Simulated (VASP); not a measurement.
# PbS (P6_3/mmc) in VASP: relaxation of cell and atoms with PBE

Aim: the relaxation of cell and atoms of PbS with PBE.

All numbers are computed with VASP 6.6.1; they aren't measurements. Logs are shortened: lines on timing, memory, paths and dates and some standing lists are left out, and cuts for length are marked.

## Step 1: The cell of the first run

It takes space group P6_3/mmc (No. 194, hexagonal). The conventional cell has a = 5.031 Å, b = 5.031 Å, c = 6.021 Å, α = 90.00°, β = 90.00°, γ = 120.00°. Within 3.8 Å of Pb (site symmetry -6m2) lie 5 S at 2.90 to 3.01 Å. S (site symmetry -6m2) has 5 Pb at 2.90 to 3.01 Å within 3.8 Å.

The cell was generated, and may not be a known phase.

## Step 2: Relaxation of cell and atoms, PBE

File INCAR:

```
PREC     = Accurate       # precision mode
ENCUT    = 600            # plane-wave cutoff, eV
EDIFF    = 1E-6           # SCF threshold, eV
ISMEAR   = 0              # smearing method
SIGMA    = 0.02           # smearing width, eV
LREAL    = False          # projectors in reciprocal space
LASPH    = True           # aspherical terms in the spheres
NELM     = 80             # most SCF steps
ALGO     = Normal         # electronic algorithm
ISIF     = 3              # what is computed and relaxed
LWAVE    = False          # write WAVECAR
LCHARG   = False          # write CHGCAR
GGA      = PE             # functional
IBRION   = 2              # ionic algorithm
NSW      = 100            # ionic steps
EDIFFG   = -0.01          # ionic threshold
```

File KPOINTS:

```
Automatic mesh
0
Gamma
  6 6 6
```

File POSCAR:

```
PbS
1.0
    5.0307724000      0.0000000000      0.0000000000
   -2.5153862000      4.3567767000      0.0000000000
    0.0000000000      0.0000000000      6.0212141000
Pb S
2 2
Direct
    0.3333333000      0.6666667000      0.2500000000
    0.6666667000      0.3333333000      0.7500000000
    0.6666667000      0.3333333000      0.2500000000
    0.3333333000      0.6666667000      0.7500000000
```

Potentials or basis: VASP PAW PBE potentials, release 64 (Pb_d, S).

Started as:

```bash
cat potpaw_PBE.64/Pb_d/POTCAR potpaw_PBE.64/S/POTCAR > POTCAR
mpirun -np 1 vasp_std > vasp.out
```

OUTCAR:

```text
PREC = Accurate
   ENCUT = 600
   EDIFF = 1E-6
   ISMEAR = 0
   LREAL = False
   LASPH = True
   NELM = 80
   ISIF = 3
   GGA = PE
   IBRION = 2
   NSW = 100
   EDIFFG = -0.01

 ion  position               nearest neighbor table
   1  0.333  0.667  0.250-   3 2.90   3 2.90   3 2.90   4 3.01   4 3.01
   2  0.667  0.333  0.750-   4 2.90   4 2.90   4 2.90   3 3.01   3 3.01
   3  0.667  0.333  0.250-   1 2.90   1 2.90   1 2.90   2 3.01   2 3.01
   4  0.333  0.667  0.750-   2 2.90   2 2.90   2 2.90   1 3.01   1 3.01

  LATTYP: Found a hexagonal cell.
 ALAT       =     5.0307724000
 C/A-ratio  =     1.1968766665

  Lattice vectors:

 A1 = (   5.0307724000,   0.0000000000,   0.0000000000)
 A2 = (  -2.5153862000,   4.3567767000,   0.0000000000)
 A3 = (   0.0000000000,   0.0000000000,   6.0212141000)

Analysis of symmetry for initial positions (statically):
=====================================================================
 Subroutine PRICEL returns:
 Original cell was already a primitive cell.

 Routine SETGRP: Setting up the symmetry group for a
 hexagonal supercell.

 Subroutine GETGRP returns: Found 24 space group operations
 (whereof 12 operations were pure point group operations)
 out of a pool of 24 trial point group operations.

The static configuration has the point symmetry D_3d.
 The point group associated with its full space group is D_6h.

Analysis of symmetry for dynamics (positions and initial velocities):
=====================================================================
 Subroutine PRICEL returns:
 Original cell was already a primitive cell.

 Routine SETGRP: Setting up the symmetry group for a
 hexagonal supercell.

 Subroutine GETGRP returns: Found 24 space group operations
 (whereof 12 operations were pure point group operations)
 out of a pool of 24 trial point group operations.

The dynamic configuration has the point symmetry D_3d.
 The point group associated with its full space group is D_6h.

 Subroutine INISYM returns: Found 24 space group operations
 (whereof 12 operations are pure point group operations),
 and found     1 'primitive' translations

----------------------------------------------------------------------------------------

                                     Primitive cell

  volume of cell :     131.9727

  direct lattice vectors                    reciprocal lattice vectors
     5.030772400  0.000000000  0.000000000     0.198776633  0.114763743  0.000000000
    -2.515386200  4.356776700  0.000000000     0.000000000  0.229527485  0.000000000
[... 92 lines left out ...]
   NSW    =    100    number of steps for IOM
   IBRION =      2    ionic relax: 0-MD 1-quasi-New 2-CG
   NFREE  =      1    steps in history (QN), initial steepest desc. (CG)
   ISIF   =      3    stress and relaxation
   ISYM   =      2    0-nonsym 1-usesym 2-fastsym
   POTIM  = 0.5000    time-step for ionic-motion
   TEBEG  =    0.0;   TEEND  =   0.0 temperature during run
   PSTRESS=    0.0 pullay stress
   NELECT =      40.0000    total number of electrons
   NUPDOWN=      -1.0000    fix difference up-down
   EMIN   =  10.00;   EMAX   =-10.00  energy-range for DOS
   EFERMI =   0.00;   METHOD = LEGACY
   ISMEAR =     0;   SIGMA  =   0.02  broadening in eV -4-tet -1-fermi 0-gaus
   EFERMI_NEDOS =   21; number of points for ismear=-14 and -15
   IALGO  =     38    algorithm
   IMIX   =      4    mixing-type and parameters
     AMIX     =   0.40;   BMIX     =  1.00
     AMIX_MAG =   1.60;   BMIX_MAG =  1.00
  volume/ion in A,a.u.               =      32.99       222.65
  Fermi-wavevector in a.u.,A,eV,Ry     =   1.099681  2.078096 16.453509  1.209299
  Thomas-Fermi vector in A             =   2.236080
   LORBIT       =      0    0 simple, 1 ext, 2 COOP (PROOUT), +10 PAW based schemes
   GGA     = PE    functional components
   LHFCALC =     F    Hartree Fock is set to
   AEXX    =    0.0000 exact exchange contribution
   IVDW    =     0    specifies the selected vdW correction
   LEPSILON=     F    determine dielectric tensor
   LRPA    =     F    only Hartree local field effects (RPA)
 conjugate gradient relaxation of ions
 non-spin polarized calculation
 Gauss-broadening in eV      SIGMA  =   0.02
  energy-cutoff  :      600.00
  volume of cell :      131.97
 maximum number of plane-waves:      4434
   NGX = 21   NGY = 21   NGZ = 25

 number of electron      39.9999997 magnetization

 Free energy of the ion-electron system (eV)
  ---------------------------------------------------
  ext. energy  EPLUGINS =         0.00000000
  ---------------------------------------------------
  free energy    TOTEN  =       -17.24138054 eV

  energy without entropy =      -17.24138054  energy(sigma->0) =      -17.24138054

 E-fermi :   3.6199     XC(G=0):  -8.3211

 val. band max:        3.5189500342   @ k =   0.3333   0.3333   0.5000
 cond. band min:       4.9709880737   @ k =   0.3333   0.3333   0.5000
 fundamental gap:      1.4520380394
 Fermi energy:         3.6199101304

 k-point     1 :       0.0000    0.0000    0.0000
  band No.  band energies     occupation
      1     -13.2040      2.00000
      2     -13.1231      2.00000
      3     -13.1231      2.00000
      4     -13.1225      2.00000
      5     -13.1225      2.00000
      6     -13.1208      2.00000
[... 637 lines left out ...]
     23       6.3405      0.00000
     24       6.3405      0.00000

 [... further k-points ...]

------------------------ aborting loop because EDIFF is reached ----------------------------------------

  FORCE on cell =-STRESS in cart. coord.  units (eV):
  Direction    XX          YY          ZZ          XY          YZ          ZX
  --------------------------------------------------------------------------------------
  -------------------------------------------------------------------------------------
  Total       -0.0026595     -0.0026595     -0.0059211      0.0000000      0.0000000      0.0000000
  in kB       -0.0322871     -0.0322871     -0.0718837      0.0000000      0.0000000      0.0000000
  external PRESSURE =      -0.0454860 kB  Pullay stress =       0.0000000 kB

 VOLUME and BASIS-vectors are now :
 -----------------------------------------------------------------------------
  energy-cutoff  :      600.00
  volume of cell :      131.97
      direct lattice vectors                 reciprocal lattice vectors
     5.030772400  0.000000000  0.000000000     0.198776633  0.114763743  0.000000000
    -2.515386200  4.356776700  0.000000000     0.000000000  0.229527485  0.000000000
     0.000000000  0.000000000  6.021214100     0.000000000  0.000000000  0.166079462

 POSITION                                       TOTAL-FORCE (eV/Angst)
 -----------------------------------------------------------------------------------
     -0.00000      2.90452      1.50530        -0.000000      0.000000      0.000000
      2.51539      1.45226      4.51591         0.000000     -0.000000      0.000000
      2.51539      1.45226      1.50530         0.000000     -0.000000      0.000000
     -0.00000      2.90452      4.51591        -0.000000      0.000000      0.000000
 -----------------------------------------------------------------------------------
    total drift:                               -0.000014      0.000008     -0.000000

  FREE ENERGIE OF THE ION-ELECTRON SYSTEM (eV)
  ---------------------------------------------------
  free  energy   TOTEN  =       -17.2413805379 eV

  energy  without entropy=      -17.2413805379  energy(sigma->0) =      -17.24138054

 reached required accuracy - stopping structural energy minimisation
```

CONTCAR:

```text
PbS
   1.00000000000000
     5.0307724000000000    0.0000000000000000    0.0000000000000000
    -2.5153862000000000    4.3567767000000002    0.0000000000000000
     0.0000000000000000    0.0000000000000000    6.0212140999999999
  Pb              S
     2     2
Direct
     0.3333332999999996    0.6666667000000004    0.2500000000000000
     0.6666667000000004    0.3333332999999996    0.7500000000000000
     0.6666667000000004    0.3333332999999996    0.2500000000000000
     0.3333332999999996    0.6666667000000004    0.7500000000000000

  0.00000000E+00  0.00000000E+00  0.00000000E+00
  0.00000000E+00  0.00000000E+00  0.00000000E+00
  0.00000000E+00  0.00000000E+00  0.00000000E+00
  0.00000000E+00  0.00000000E+00  0.00000000E+00
```

Wall time 1.8 min (1 thread of Oxide Virtual Turin-like, shared host); peak memory 0.27 GiB.

Results:

```
Free energy             : -17.2414 eV
Pressure after relaxing : 0.0 GPa
Band gap on the k mesh  : 1.45 eV
```

Final structure:
```
CELL_PARAMETERS angstrom
5.03077 0.00000 0.00000
-2.51539 4.35678 0.00000
0.00000 0.00000 6.02121
ATOMIC_POSITIONS crystal
Pb 0.33333 0.66667 0.25000
Pb 0.66667 0.33333 0.75000
S 0.66667 0.33333 0.25000
S 0.33333 0.66667 0.75000
```

Caveat: spin-orbit coupling is left out, which moves the levels of the heavy elements. A k mesh can miss the band edges.
